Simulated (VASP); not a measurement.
# Hf (Fm-3m) in VASP: further runs

Hf is run at these levels: PBE; tasks: single point.

All numbers are computed with VASP 6.6.1; they aren't measurements. Logs are shortened: lines on timing, memory, paths and dates and some standing lists are left out, and cuts for length are marked.

## (1) The cell of the first run

The structure is cubic, space group Fm-3m (No. 225). Conventional cell: a = 4.498 Å, b = 4.498 Å, c = 4.498 Å, α = 90.00°, β = 90.00°, γ = 90.00°. Hf (site symmetry m-3m) has 12 Hf at 3.18 Å within 4.2 Å.

## (2) Single point, PBE (volume scaled by 1.04)

Contents of INCAR:

```
  PREC = Accurate
  ENCUT = 520
  EDIFF = 1E-6
  ISMEAR = -1
  SIGMA = 0.03
  LREAL = False
  LASPH = True
  NELM = 60
  ALGO = Normal
  ISIF = 2
  LWAVE = False
  LCHARG = False
  GGA = PE
  NBANDS = 11
```

Contents of KPOINTS:

```
regular mesh
0
Gamma
  13 13 13
```

Contents of POSCAR:

```
Hf
1.0
    0.0000000000      2.2492138765      2.2492138765
    2.2492138765      0.0000000000      2.2492138765
    2.2492138765      2.2492138765      0.0000000000
Hf
1
Direct
    0.0000000000      0.0000000000      0.0000000000
```

Potentials or basis: VASP PAW PBE potentials, release 64 (Hf_pv).

The run is started by

```
> cat potpaw_PBE.64/Hf_pv/POTCAR > POTCAR
> mpirun -np 1 vasp_std > vasp.out
```

OUTCAR:

```text
PREC = Accurate
   ENCUT = 520
   EDIFF = 1E-6
   ISMEAR = -1
   LREAL = False
   LASPH = True
   NELM = 60
   ISIF = 2
   GGA = PE

 ion  position               nearest neighbor table
   1  0.000  0.000  0.000-

  LATTYP: Found a face centered cubic cell.
 ALAT       =     4.4984277530

  Lattice vectors:

 A1 = (   0.0000000000,   2.2492138765,   2.2492138765)
 A2 = (   2.2492138765,   0.0000000000,   2.2492138765)
 A3 = (   2.2492138765,   2.2492138765,   0.0000000000)

Analysis of symmetry for initial positions (statically):
=====================================================================
 Subroutine PRICEL returns:
 Original cell was already a primitive cell.

 Routine SETGRP: Setting up the symmetry group for a
 face centered cubic supercell.

 Subroutine GETGRP returns: Found 48 space group operations
 (whereof 48 operations were pure point group operations)
 out of a pool of 48 trial point group operations.

The static configuration has the point symmetry O_h .

Analysis of symmetry for dynamics (positions and initial velocities):
=====================================================================
 Subroutine PRICEL returns:
 Original cell was already a primitive cell.

 Routine SETGRP: Setting up the symmetry group for a
 face centered cubic supercell.

 Subroutine GETGRP returns: Found 48 space group operations
 (whereof 48 operations were pure point group operations)
 out of a pool of 48 trial point group operations.

The dynamic configuration has the point symmetry O_h .

 Subroutine INISYM returns: Found 48 space group operations
 (whereof 48 operations are pure point group operations),
 and found     1 'primitive' translations

----------------------------------------------------------------------------------------

                                     Primitive cell

  volume of cell :      22.7574

  direct lattice vectors                    reciprocal lattice vectors
     0.000000000  2.249213876  2.249213876    -0.222299891  0.222299891  0.222299891
     2.249213876  0.000000000  2.249213876     0.222299891 -0.222299891  0.222299891
     2.249213876  2.249213876  0.000000000     0.222299891  0.222299891 -0.222299891

  length of vectors
     3.180868769  3.180868769  3.180868769     0.385034706  0.385034706  0.385034706

  position of ions in fractional coordinates (direct lattice)
     0.000000000  0.000000000  0.000000000

  ion indices of the primitive-cell ions
   primitive index   ion index
                 1           1

----------------------------------------------------------------------------------------

 KPOINTS: regular mesh

Automatic generation of k-mesh.
 Grid dimensions read from file:
 generate k-points for:   13   13   13

 Generating k-lattice:

  Cartesian coordinates                     Fractional coordinates (reciprocal lattice)
    -0.017099992  0.017099992  0.017099992     0.076923077  0.000000000  0.000000000
     0.017099992 -0.017099992  0.017099992     0.000000000  0.076923077  0.000000000
     0.017099992  0.017099992 -0.017099992     0.000000000  0.000000000  0.076923077

  Length of vectors
     0.029618054  0.029618054  0.029618054

  Shift w.r.t. Gamma in fractional coordinates (k-lattice)
     0.000000000  0.000000000  0.000000000

 Subroutine IBZKPT returns following result:
 ===========================================

 Found     84 irreducible k-points:

 Following reciprocal coordinates:
            Coordinates               Weight
  0.000000  0.000000  0.000000      1.000000
  0.076923  0.000000  0.000000      8.000000
  0.153846  0.000000  0.000000      8.000000
  0.230769  0.000000  0.000000      8.000000
  0.307692  0.000000  0.000000      8.000000
  0.384615  0.000000  0.000000      8.000000
[... 16 lines left out ...]
  0.384615  0.153846  0.000000     24.000000
  0.461538  0.153846  0.000000     24.000000
 [... further k-points ...]
   k-points           NKPTS =     84   k-points in BZ     NKDIM =     84   number of bands    NBANDS=     11
   number of dos      NEDOS =    301   number of ions     NIONS =      1
   total plane-waves  NPLWV =  13824
   dimension x,y,z NGX =    24 NGY =   24 NGZ =   24
   dimension x,y,z NGXF=    48 NGYF=   48 NGZF=   48
   ions per type =               1
   NGX,Y,Z   is equivalent  to a cutoff of  12.54, 12.54, 12.54 a.u.
   NGXF,Y,Z  is equivalent  to a cutoff of  25.09, 25.09, 25.09 a.u.
 SYSTEM =  unknown system
   PREC   = accura    normal or accurate (medium, high low for compatibility)
   ISTART =      0    job   : 0-new  1-cont  2-samecut
   ICHARG =      2    charge: 1-file 2-atom 10-const
   ISPIN  =      1    spin polarized calculation?
   LNONCOLLINEAR =      F non collinear calculations
   LSORBIT =      F    spin-orbit coupling
   LASPH  =      T    aspherical Exc in radial PAW
   ENCUT  =  520.0 eV  38.22 Ry    6.18 a.u.   5.91  5.91  5.91*2*pi/ulx,y,z
   NELM   =     60;   NELMIN=  2; NELMDL= -5     # of ELM steps
   EDIFF  = 0.1E-05   stopping-criterion for ELM
   LREAL  =      F    real-space projection
   EDIFFG = 0.1E-04   stopping-criterion for IOM
   NSW    =      0    number of steps for IOM
   IBRION =     -1    ionic relax: 0-MD 1-quasi-New 2-CG
   NFREE  =      0    steps in history (QN), initial steepest desc. (CG)
   ISIF   =      2    stress and relaxation
   ISYM   =      2    0-nonsym 1-usesym 2-fastsym
   POTIM  = 0.5000    time-step for ionic-motion
   TEBEG  =    0.0;   TEEND  =   0.0 temperature during run
   PSTRESS=    0.0 pullay stress
   NELECT =      10.0000    total number of electrons
   NUPDOWN=      -1.0000    fix difference up-down
   EMIN   =  10.00;   EMAX   =-10.00  energy-range for DOS
   EFERMI =   0.00;   METHOD = LEGACY
   ISMEAR =    -1;   SIGMA  =   0.03  broadening in eV -4-tet -1-fermi 0-gaus
   EFERMI_NEDOS =   21; number of points for ismear=-14 and -15
   IALGO  =     38    algorithm
   IMIX   =      4    mixing-type and parameters
     AMIX     =   0.40;   BMIX     =  1.00
     AMIX_MAG =   1.60;   BMIX_MAG =  1.00
  volume/ion in A,a.u.               =      22.76       153.57
  Fermi-wavevector in a.u.,A,eV,Ry     =   1.244612  2.351976 21.076237  1.549060
  Thomas-Fermi vector in A             =   2.378871
   LORBIT       =      0    0 simple, 1 ext, 2 COOP (PROOUT), +10 PAW based schemes
   GGA     = PE    functional components
   LHFCALC =     F    Hartree Fock is set to
   AEXX    =    0.0000 exact exchange contribution
   IVDW    =     0    specifies the selected vdW correction
   LEPSILON=     F    determine dielectric tensor
   LRPA    =     F    only Hartree local field effects (RPA)
 non-spin polarized calculation
  energy-cutoff  :      520.00
  volume of cell :       22.76
 maximum number of plane-waves:       624
   NGX = 11   NGY = 11   NGZ = 11

 number of electron      10.0000000 magnetization

 number of electron       9.9999999 magnetization

 Free energy of the ion-electron system (eV)
  ---------------------------------------------------
  ext. energy  EPLUGINS =         0.00000000
  ---------------------------------------------------
  free energy    TOTEN  =        -9.85416561 eV

  energy without entropy =       -9.84937724  energy(sigma->0) =       -9.85177143

 E-fermi :   4.6043     XC(G=0): -11.2080

 val. band max:        4.5987086586   @ k =   0.3077   0.0000   0.0000
 cond. band min:       4.6359302592   @ k =  -0.2308   0.0769   0.0000
 fundamental gap:      0.0372216006
 Fermi energy:         4.6042534731

 k-point     1 :       0.0000    0.0000    0.0000
  band No.  band energies     occupation
      1     -25.4525      2.00000
      2     -25.4525      2.00000
      3     -25.4525      2.00000
      4      -2.5288      2.00000
      5       6.0198      0.00000
      6       6.0198      0.00000
      7       6.0198      0.00000
      8       8.7488      0.00000
      9       8.7488      0.00000
     10      15.8818      0.00000
     11      17.6325      0.00000

 k-point     2 :       0.0769    0.0000    0.0000
  band No.  band energies     occupation
      1     -25.4990      2.00000
      2     -25.4584      2.00000
      3     -25.4584      2.00000
      4      -2.3266      2.00000
      5       5.8148      0.00000
      6       6.1159      0.00000
      7       6.1159      0.00000
      8       8.6455      0.00000
      9       8.6455      0.00000
     10      16.3304      0.00000
     11      17.6316      0.00000

 k-point     3 :       0.1538    0.0000    0.0000
  band No.  band energies     occupation
      1     -25.6262      2.00000
      2     -25.4748      2.00000
      3     -25.4748      2.00000
      4      -1.7517      2.00000
      5       5.3362      0.00000
      6       6.3242      0.00000
      7       6.3242      0.00000
      8       8.4814      0.00000
      9       8.4814      0.00000
     10      17.1192      0.00000
     11      17.6293      0.00000

 k-point     4 :       0.2308    0.0000    0.0000
  band No.  band energies     occupation
      1     -25.8009      2.00000
      2     -25.4979      2.00000
      3     -25.4979      2.00000
      4      -0.9078      2.00000
      5       4.8495      0.00056
      6       6.3952      0.00000
      7       6.3952      0.00000
      8       8.6273      0.00000
      9       8.6273      0.00000
     10      16.1535      0.00000
     11      17.6337      0.00000
[... 239 lines left out ...]
 k-point    22 :       0.3077    0.1538    0.0000
  band No.  band energies     occupation
      1     -25.8823      2.00000
      2     -25.5691      2.00000
      3     -25.5655      2.00000
      4       0.0047      2.00000
      5       4.2033      2.00000
      6       5.8779      0.00000
      7       6.9888      0.00000
      8       8.2249      0.00000
      9       9.7943      0.00000
     10      17.0087      0.00000
     11      17.6435      0.00000

 k-point    23 :       0.3846    0.1538    0.0000
  band No.  band energies     occupation
      1     -26.0219      2.00000
      2     -25.6025      2.00000
      3     -25.5881      2.00000
      4       0.8795      2.00000
      5       4.0758      2.00000
      6       5.4159      0.00000
      7       6.8128      0.00000
      8       9.3123      0.00000
      9      10.4545      0.00000
     10      15.5394      0.00000
     11      17.6354      0.00000

 k-point    24 :       0.4615    0.1538    0.0000
  band No.  band energies     occupation
      1     -26.1218      2.00000
      2     -25.6399      2.00000
      3     -25.5947      2.00000
      4       1.4962      2.00000
      5       4.1553      2.00000
      6       5.2881      0.00000
      7       6.5844      0.00000
      8      10.5019      0.00000
      9      10.8982      0.00000
     10      13.9576      0.00000
     11      17.4455      0.00000

 [... further k-points ...]
[... 5 lines left out ...]
  --------------------------------------------------------------------------------------
  -------------------------------------------------------------------------------------
  Total       -0.1997039     -0.1997039     -0.1997039     -0.0000000      0.0000000     -0.0000000
  in kB      -14.0596636    -14.0596636    -14.0596636     -0.0000000      0.0000000     -0.0000000
  external PRESSURE =     -14.0596636 kB  Pullay stress =       0.0000000 kB

 VOLUME and BASIS-vectors are now :
 -----------------------------------------------------------------------------
  energy-cutoff  :      520.00
  volume of cell :       22.76
      direct lattice vectors                 reciprocal lattice vectors
     0.000000000  2.249213876  2.249213876    -0.222299891  0.222299891  0.222299891
     2.249213876  0.000000000  2.249213876     0.222299891 -0.222299891  0.222299891
     2.249213876  2.249213876  0.000000000     0.222299891  0.222299891 -0.222299891

 POSITION                                       TOTAL-FORCE (eV/Angst)
 -----------------------------------------------------------------------------------
      0.00000      0.00000      0.00000         0.000000     -0.000000      0.000000
 -----------------------------------------------------------------------------------
    total drift:                                0.000000      0.000000     -0.000000

  FREE ENERGIE OF THE ION-ELECTRON SYSTEM (eV)
  ---------------------------------------------------
  free  energy   TOTEN  =        -9.8541656144 eV

  energy  without entropy=       -9.8493772372  energy(sigma->0) =       -9.85177143
```

Wall time 14 s (1 thread of Intel Xeon 8259CL, shared host); peak memory 0.15 GiB.

What came out:

```yaml
Free_energy: -9.8542 eV
Pressure: -1.4 GPa
Band_gap_on_the_k_mesh: zero (band 5 reaches 6.02 eV, above the bottom of band 6 at 4.09 eV)
```

Levels at points of the mesh, in eV from the Fermi level:
| k point | band 3 | band 4 | band 5 | band 6 | band 7 | band 8 |
| --- | --- | --- | --- | --- | --- | --- |
| (0.00, 0.00, 0.00) | -30.06 | -7.13 | 1.42 | 1.42 | 1.42 | 4.14 |

Caveat: spin-orbit coupling is left out, which moves the levels of the heavy elements.

## (3) Single point, PBE (volume scaled by 0.94)

Contents of INCAR:

```
ALGO     = Normal         # electronic algorithm
EDIFF    = 1E-7           # SCF threshold, eV
ENCUT    = 520            # plane-wave cutoff, eV
GGA      = PE             # functional
ISIF     = 2              # what is computed and relaxed
ISMEAR   = -1             # smearing method
LASPH    = True           # aspherical terms in the spheres
LCHARG   = False          # write CHGCAR
LREAL    = False          # projectors in reciprocal space
LWAVE    = False          # write WAVECAR
NBANDS   = 11             # bands
NELM     = 80             # most SCF steps
PREC     = Accurate       # precision mode
SIGMA    = 0.03           # smearing width, eV
```

Contents of KPOINTS:

```
k-points
0
Gamma
  13 13 13
```

Contents of POSCAR:

```
Hf
1.0
    0.0000000000      2.1746811614      2.1746811614
    2.1746811614      0.0000000000      2.1746811614
    2.1746811614      2.1746811614      0.0000000000
Hf
1
Direct
    0.0000000000      0.0000000000      0.0000000000
```

Potentials or basis: VASP PAW PBE potentials, release 64 (Hf_pv).

The run is started by

```
> cat potpaw_PBE.64/Hf_pv/POTCAR > POTCAR
> mpirun -np 1 vasp_std > vasp.out
```

It took 20 s on 1 thread of AMD EPYC 7R43 (Zen 3), shared host; peak memory 0.11 GiB.

The run converged. Its results:

```yaml
Free_energy: -9.7962 eV
Pressure: 10.7 GPa
Band_gap_on_the_k_mesh: zero (band 5 reaches 6.77 eV, above the bottom of band 6 at 4.74 eV)
```

Levels at points of the mesh, in eV from the Fermi level:
```csv
k point,band 3,band 4,band 5,band 6,band 7,band 8
"(0.00, 0.00, 0.00)",-29.70,-7.49,1.44,1.44,1.44,4.54
```

Caveat: spin-orbit coupling is left out, which moves the levels of the heavy elements.

(Part 1 of 2 ends here.)
